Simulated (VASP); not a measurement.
Wanted: the native input for a VASP 6.6.1 run.

| Quantity | Value |
| --- | --- |
| Task | single point |
| Functional | PBE |
| Potentials or basis | VASP PAW PBE potentials, release 64 (Si, Ni) |
| Cutoff | 600 eV |
| k mesh | 4 × 4 × 4 |
| Occupations | methfessel-paxton, width 0.1 eV |
| Spin | no spin polarisation |
| Dipole correction | no |
| Further INCAR settings | ALGO = Normal; EDIFF = 1e-06; NBANDS = 70 |

The structure of SiNi lies in POSCAR:

```
SiNi
1.0
    0.0000000000      3.3970617239      5.5985037865
    5.1384090016      0.0000000000      5.5985037865
    5.1384090016      3.3970617239      0.0000000000
Si Ni
8 8
Direct
    0.2574661360      0.3283717869      0.4925338640
    0.7574661360      0.8283717869      0.9925338640
    0.2425338640      0.1716282131      0.0074661360
    0.7425338640      0.6716282131      0.5074661360
    0.1716282131      0.7425338640      0.5783717869
    0.6716282131      0.2425338640      0.0783717869
    0.3283717869      0.7574661360      0.9216282131
    0.8283717869      0.2574661360      0.4216282131
    0.2150833333      0.4734900679      0.0349166667
    0.7150833333      0.9734900679      0.5349166667
    0.2849166667      0.0265099321      0.4650833333
    0.7849166667      0.5265099321      0.9650833333
    0.0265099321      0.7849166667      0.2234900679
    0.5265099321      0.2849166667      0.7234900679
    0.4734900679      0.7150833333      0.2765099321
    0.9734900679      0.2150833333      0.7765099321
```

The input as run:

INCAR

```
SYSTEM = SiNi
PREC = Accurate
ENCUT = 600
EDIFF = 1E-6
ISMEAR = 1
SIGMA = 0.1
LREAL = .FALSE.
LASPH = .TRUE.
NELM = 120
ALGO = Normal
ISIF = 2
LWAVE = .FALSE.
LCHARG = .FALSE.
GGA = PE
NBANDS = 70
GGA_COMPAT = .FALSE.
```

KPOINTS

```
regular mesh
0
G
  4 4 4
  0 0 0
```

Potentials or basis: VASP PAW PBE potentials, release 64 (Si, Ni).

Launch:

```console
$ cat potpaw_PBE.64/Si/POTCAR potpaw_PBE.64/Ni/POTCAR > POTCAR
$ mpirun -np 1 vasp_std > vasp.out
```

It gave:

```json
{"Pressure": "0.0 GPa", "Largest force": "0.016 eV/Å", "Band gap on the k mesh": "zero (bands 56 and 57 overlap by 0.45 eV)"}
```

Wall time 11 min on 1 thread of Oxide Virtual Turin-like Processor (shared host), peak memory 0.52 GiB.
